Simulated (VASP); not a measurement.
# Ge3As2 (R-3c) in VASP: single point with PBE

Aim: the single point of Ge3As2 with PBE.

All numbers are computed with VASP 6.6.1; they aren't measurements. Logs are shortened: lines on timing, memory, paths and dates and some standing lists are left out, and cuts for length are marked.

### 1 The cell of the first run

It takes space group R-3c (No. 167, trigonal). The conventional cell has a = 7.093 Å, b = 7.093 Å, c = 15.793 Å, α = 90.00°, β = 90.00°, γ = 120.00°. Ge (site symmetry 2) has 4 As at 2.72 to 2.74 Å and 4 Ge at 3.19 to 3.34 Å within 3.6 Å. As (site symmetry 3) has 6 Ge at 2.72 to 2.74 Å within 3.6 Å.

### 2 Single point, PBE

File INCAR:

```
SYSTEM = Ge3As2
ALGO     = Normal         ! electronic algorithm
EDIFF    = 1E-7           ! SCF threshold, eV
ENCUT    = 520            ! plane-wave cutoff, eV
GGA      = PE             ! functional
ISIF     = 2              ! what is computed and relaxed
ISMEAR   = 0              ! smearing method
LASPH    = .TRUE.         ! aspherical terms in the spheres
LCHARG   = .TRUE.         ! write CHGCAR
LELF     = .TRUE.         ! ELF
LREAL    = .FALSE.        ! projectors in reciprocal space
LVHAR    = .TRUE.       
LWAVE    = .FALSE.        ! write WAVECAR
NBANDS   = 63             ! bands
NELM     = 60             ! most SCF steps
PREC     = Accurate       ! precision mode
SIGMA    = 0.1            ! smearing width, eV
```

File KPOINTS:

```
k-points
0
G
  6 6 6
  0 0 0
```

File POSCAR:

```
Ge3As2
1.0
    3.5465328331      2.0475916859      5.2643859053
   -3.5465328331      2.0475916859      5.2643859053
    0.0000000000     -4.0951833718      5.2643859053
Ge As
6 4
Direct
    0.5095348244      0.9904651756      0.2500000000
    0.2500000000      0.5095348244      0.9904651756
    0.9904651756      0.2500000000      0.5095348244
    0.4904651756      0.0095348244      0.7500000000
    0.7500000000      0.4904651756      0.0095348244
    0.0095348244      0.7500000000      0.4904651756
    0.3765920855      0.3765920855      0.3765920855
    0.1234079145      0.1234079145      0.1234079145
    0.6234079145      0.6234079145      0.6234079145
    0.8765920855      0.8765920855      0.8765920855
```

Potentials or basis: VASP PAW PBE potentials, release 64 (Ge_d, As).

The run is started by

```
$ cat potpaw_PBE.64/Ge_d/POTCAR potpaw_PBE.64/As/POTCAR > POTCAR
$ mpirun -np 1 vasp_std > vasp.out
```

OUTCAR:

```text
SYSTEM = Ge3As2
   EDIFF = 1E-7
   ENCUT = 520
   GGA = PE
   ISIF = 2
   ISMEAR = 0
   LASPH = .TRUE.
   LREAL = .FALSE.
   NELM = 60
   PREC = Accurate

 ion  position               nearest neighbor table
   1  0.510  0.990  0.250-   7 2.72   8 2.72   9 2.74  10 2.74
   2  0.250  0.510  0.990-   7 2.72   8 2.72  10 2.74   9 2.74
   3  0.990  0.250  0.510-   7 2.72   8 2.72   9 2.74  10 2.74
   4  0.490  0.010  0.750-   9 2.72  10 2.72   7 2.74   8 2.74
   5  0.750  0.490  0.010-   9 2.72  10 2.72   8 2.74   7 2.74
   6  0.010  0.750  0.490-   9 2.72  10 2.72   7 2.74   8 2.74
   7  0.377  0.377  0.377-   1 2.72   2 2.72   3 2.72   6 2.74   4 2.74   5 2.74
   8  0.123  0.123  0.123-   1 2.72   2 2.72   3 2.72   5 2.74   4 2.74   6 2.74
   9  0.623  0.623  0.623-   4 2.72   5 2.72   6 2.72   3 2.74   1 2.74   2 2.74
  10  0.877  0.877  0.877-   4 2.72   5 2.72   6 2.72   2 2.74   1 2.74   3 2.74

  LATTYP: Found a trigonal (rhomboedric) cell.
 ALAT       =     6.6696540996
 COS(alpha) =     0.4345016489

  Lattice vectors:

 A1 = (   3.5465328331,   2.0475916859,   5.2643859053)
 A2 = (  -3.5465328331,   2.0475916859,   5.2643859053)
 A3 = (   0.0000000000,  -4.0951833718,   5.2643859053)

Analysis of symmetry for initial positions (statically):
=====================================================================
 Subroutine PRICEL returns:
 Original cell was already a primitive cell.

 Routine SETGRP: Setting up the symmetry group for a
 trigonal (rhombohedral) supercell.

 Subroutine GETGRP returns: Found 12 space group operations
 (whereof  6 operations were pure point group operations)
 out of a pool of 12 trial point group operations.

The static configuration has the point symmetry S_6 .
 The point group associated with its full space group is D_3d.

Analysis of symmetry for dynamics (positions and initial velocities):
=====================================================================
 Subroutine PRICEL returns:
 Original cell was already a primitive cell.

 Routine SETGRP: Setting up the symmetry group for a
 trigonal (rhombohedral) supercell.

 Subroutine GETGRP returns: Found 12 space group operations
 (whereof  6 operations were pure point group operations)
 out of a pool of 12 trial point group operations.

The dynamic configuration has the point symmetry S_6 .
 The point group associated with its full space group is D_3d.

 Subroutine INISYM returns: Found 12 space group operations
 (whereof  6 operations are pure point group operations),
 and found     1 'primitive' translations

----------------------------------------------------------------------------------------

                                     Primitive cell

  volume of cell :     229.3751

  direct lattice vectors                    reciprocal lattice vectors
     3.546532833  2.047591686  5.264385905     0.140982764  0.081396437  0.063318560
    -3.546532833  2.047591686  5.264385905    -0.140982764  0.081396437  0.063318560
     0.000000000 -4.095183372  5.264385905     0.000000000 -0.162792873  0.063318560

  length of vectors
     6.669654100  6.669654100  6.669654100     0.174673294  0.174673294  0.174673294

  position of ions in fractional coordinates (direct lattice)
     0.509534824  0.990465176  0.250000000
     0.250000000  0.509534824  0.990465176
     0.990465176  0.250000000  0.509534824
     0.490465176  0.009534824  0.750000000
     0.750000000  0.490465176  0.009534824
     0.009534824  0.750000000  0.490465176
     0.376592086  0.376592086  0.376592086
     0.123407914  0.123407914  0.123407914
     0.623407914  0.623407914  0.623407914
     0.876592086  0.876592086  0.876592086

  ion indices of the primitive-cell ions
   primitive index   ion index
                 1           1
                 2           2
                 3           3
                 4           4
                 5           5
                 6           6
                 7           7
                 8           8
                 9           9
                10          10

----------------------------------------------------------------------------------------

 KPOINTS: k-points

Automatic generation of k-mesh.
 Grid dimensions read from file:
 generate k-points for:    6    6    6

 Generating k-lattice:

  Cartesian coordinates                     Fractional coordinates (reciprocal lattice)
     0.023497127  0.013566073  0.010553093     0.166666667  0.000000000 -0.000000000
    -0.023497127  0.013566073  0.010553093     0.000000000  0.166666667 -0.000000000
     0.000000000 -0.027132146  0.010553093    -0.000000000 -0.000000000  0.166666667

  Length of vectors
     0.029112216  0.029112216  0.029112216

  Shift w.r.t. Gamma in fractional coordinates (k-lattice)
     0.000000000  0.000000000  0.000000000

 Subroutine IBZKPT returns following result:
 ===========================================

 Found     32 irreducible k-points:

 Following reciprocal coordinates:
            Coordinates               Weight
  0.000000  0.000000  0.000000      1.000000
  0.166667  0.000000  0.000000      6.000000
  0.333333  0.000000 -0.000000      6.000000
  0.500000 -0.000000  0.000000      3.000000
  0.166667  0.166667  0.000000      6.000000
  0.333333  0.166667 -0.000000     12.000000
[... 16 lines left out ...]
  0.500000  0.500000  0.166667      6.000000
 -0.333333  0.500000  0.166667     12.000000
 [... further k-points ...]
   k-points           NKPTS =     32   k-points in BZ     NKDIM =     32   number of bands    NBANDS=     63
   number of dos      NEDOS =    301   number of ions     NIONS =     10
   total plane-waves  NPLWV = 125000
   dimension x,y,z NGX =    50 NGY =   50 NGZ =   50
   dimension x,y,z NGXF=   100 NGYF=  100 NGZF=  100
   ions per type =               6   4
   NGX,Y,Z   is equivalent  to a cutoff of  12.46, 12.46, 12.46 a.u.
   NGXF,Y,Z  is equivalent  to a cutoff of  24.93, 24.93, 24.93 a.u.
 SYSTEM =  Ge3As2
   PREC   = accura    normal or accurate (medium, high low for compatibility)
   ISTART =      0    job   : 0-new  1-cont  2-samecut
   ICHARG =      2    charge: 1-file 2-atom 10-const
   ISPIN  =      1    spin polarized calculation?
   LNONCOLLINEAR =      F non collinear calculations
   LSORBIT =      F    spin-orbit coupling
   LASPH  =      T    aspherical Exc in radial PAW
   ENCUT  =  520.0 eV  38.22 Ry    6.18 a.u.  12.40 12.40 12.40*2*pi/ulx,y,z
   NELM   =     60;   NELMIN=  2; NELMDL= -5     # of ELM steps
   EDIFF  = 0.1E-06   stopping-criterion for ELM
   LREAL  =      F    real-space projection
   EDIFFG = 0.1E-05   stopping-criterion for IOM
   NSW    =      0    number of steps for IOM
   IBRION =     -1    ionic relax: 0-MD 1-quasi-New 2-CG
   NFREE  =      0    steps in history (QN), initial steepest desc. (CG)
   ISIF   =      2    stress and relaxation
   ISYM   =      2    0-nonsym 1-usesym 2-fastsym
   POTIM  = 0.5000    time-step for ionic-motion
   TEBEG  =    0.0;   TEEND  =   0.0 temperature during run
   PSTRESS=    0.0 pullay stress
   NELECT =     104.0000    total number of electrons
   NUPDOWN=      -1.0000    fix difference up-down
   EMIN   =  10.00;   EMAX   =-10.00  energy-range for DOS
   EFERMI =   0.00;   METHOD = LEGACY
   ISMEAR =     0;   SIGMA  =   0.10  broadening in eV -4-tet -1-fermi 0-gaus
   EFERMI_NEDOS =   21; number of points for ismear=-14 and -15
   IALGO  =     38    algorithm
   IMIX   =      4    mixing-type and parameters
     AMIX     =   0.40;   BMIX     =  1.00
     AMIX_MAG =   1.60;   BMIX_MAG =  1.00
  volume/ion in A,a.u.               =      22.94       154.79
  Fermi-wavevector in a.u.,A,eV,Ry     =   1.257681  2.376673 21.521172  1.581762
  Thomas-Fermi vector in A             =   2.391328
   LORBIT       =      0    0 simple, 1 ext, 2 COOP (PROOUT), +10 PAW based schemes
   GGA     = PE    functional components
   LHFCALC =     F    Hartree Fock is set to
   AEXX    =    0.0000 exact exchange contribution
   IVDW    =     0    specifies the selected vdW correction
   LEPSILON=     F    determine dielectric tensor
   LRPA    =     F    only Hartree local field effects (RPA)
 non-spin polarized calculation
 Gauss-broadening in eV      SIGMA  =   0.10
  energy-cutoff  :      520.00
  volume of cell :      229.38
 maximum number of plane-waves:      6205
 NGX is ok and might be reduce to    50
   NGX = 25   NGY = 25   NGZ = 25

 number of electron     104.0000053 magnetization

 Free energy of the ion-electron system (eV)
  ---------------------------------------------------
  ext. energy  EPLUGINS =         0.00000000
  ---------------------------------------------------
  free energy    TOTEN  =       -42.99116202 eV

  energy without entropy =      -42.96855805  energy(sigma->0) =      -42.97986004

 E-fermi :   4.8864     XC(G=0):  -9.9534

 val. band max:        4.8717876427   @ k =  -0.1667   0.1667   0.0000
 cond. band min:       4.8997407070   @ k =   0.5000   0.5000   0.0000
 fundamental gap:      0.0279530643
 Fermi energy:         4.8864332109

 k-point     1 :       0.0000    0.0000    0.0000
  band No.  band energies     occupation
      1     -20.0338      2.00000
      2     -20.0322      2.00000
      3     -20.0289      2.00000
      4     -20.0289      2.00000
      5     -20.0254      2.00000
      6     -20.0254      2.00000
[... 55 lines left out ...]
     62       8.1054      0.00000
     63       8.4608      0.00000

 k-point     2 :       0.1667    0.0000    0.0000
  band No.  band energies     occupation
      1     -20.0336      2.00000
      2     -20.0314      2.00000
      3     -20.0298      2.00000
      4     -20.0289      2.00000
      5     -20.0254      2.00000
      6     -20.0234      2.00000
[... 55 lines left out ...]
     62       8.1055      0.00000
     63       8.4817      0.00000

 k-point     3 :       0.3333    0.0000   -0.0000
  band No.  band energies     occupation
      1     -20.0332      2.00000
      2     -20.0314      2.00000
      3     -20.0297      2.00000
      4     -20.0273      2.00000
      5     -20.0262      2.00000
      6     -20.0205      2.00000
[... 1375 lines left out ...]
     62       7.8166      0.00000
     63       8.4463      0.00000

 k-point    24 :      -0.3333    0.5000    0.1667
  band No.  band energies     occupation
      1     -20.0311      2.00000
      2     -20.0301      2.00000
      3     -20.0277      2.00000
      4     -20.0259      2.00000
      5     -20.0231      2.00000
      6     -20.0217      2.00000
[... 55 lines left out ...]
     62       8.0532      0.00000
     63       8.3094      0.00000

 [... further k-points ...]
[... 5 lines left out ...]
  --------------------------------------------------------------------------------------
  -------------------------------------------------------------------------------------
  Total        0.1128095      0.1128095      0.1184039      0.0000000     -0.0000000      0.0000000
  in kB        0.7879702      0.7879702      0.8270473      0.0000000     -0.0000000      0.0000000
  external PRESSURE =       0.8009959 kB  Pullay stress =       0.0000000 kB

 VOLUME and BASIS-vectors are now :
 -----------------------------------------------------------------------------
  energy-cutoff  :      520.00
  volume of cell :      229.38
      direct lattice vectors                 reciprocal lattice vectors
     3.546532833  2.047591686  5.264385905     0.140982764  0.081396437  0.063318560
    -3.546532833  2.047591686  5.264385905    -0.140982764  0.081396437  0.063318560
     0.000000000 -4.095183372  5.264385905     0.000000000 -0.162792873  0.063318560

 POSITION                                       TOTAL-FORCE (eV/Angst)
 -----------------------------------------------------------------------------------
     -1.70564      2.04759      9.21268         0.007096      0.000000      0.000000
     -0.92045     -2.50092      9.21268        -0.003548      0.006145      0.000000
      2.62608      0.45333      9.21268        -0.003548     -0.006145      0.000000
      1.70564     -2.04759      6.58048        -0.007096      0.000000      0.000000
      0.92045      2.50092      6.58048         0.003548     -0.006145      0.000000
     -2.62608     -0.45333      6.58048         0.003548      0.006145      0.000000
      0.00000      0.00000      5.94758         0.000000     -0.000000      0.013553
      0.00000      0.00000      1.94900         0.000000     -0.000000     -0.013553
      0.00000      0.00000      9.84558         0.000000     -0.000000     -0.013553
      0.00000      0.00000     13.84416         0.000000      0.000000      0.013553
 -----------------------------------------------------------------------------------
    total drift:                                0.000000     -0.000000      0.000000

  FREE ENERGIE OF THE ION-ELECTRON SYSTEM (eV)
  ---------------------------------------------------
  free  energy   TOTEN  =       -42.9911620173 eV

  energy  without entropy=      -42.9685580545  energy(sigma->0) =      -42.97986004
```

Wall time 9.4 min (1 thread of Intel Xeon Platinum 8259CL at 2.50GHz (Skylake/Cascade Lake), shared host); peak memory 0.54 GiB.

Results:

- Free energy: -42.9912 eV
- Pressure: 0.1 GPa
- Largest force: 0.014 eV/Å
- Band gap on the k mesh: zero (bands 52 and 53 overlap by 0.93 eV)

Forces in eV/Å, atoms in the order of the input:
```
Ge   0.007  0.000  0.000
Ge  -0.004  0.006  0.000
Ge  -0.004 -0.006  0.000
Ge  -0.007  0.000  0.000
Ge   0.004 -0.006  0.000
Ge   0.004  0.006  0.000
As   0.000  0.000  0.014
As   0.000  0.000 -0.014
As   0.000  0.000 -0.014
As   0.000  0.000  0.014
```

The gap in the log of VASP goes by the Fermi energy; the results here count the filled bands.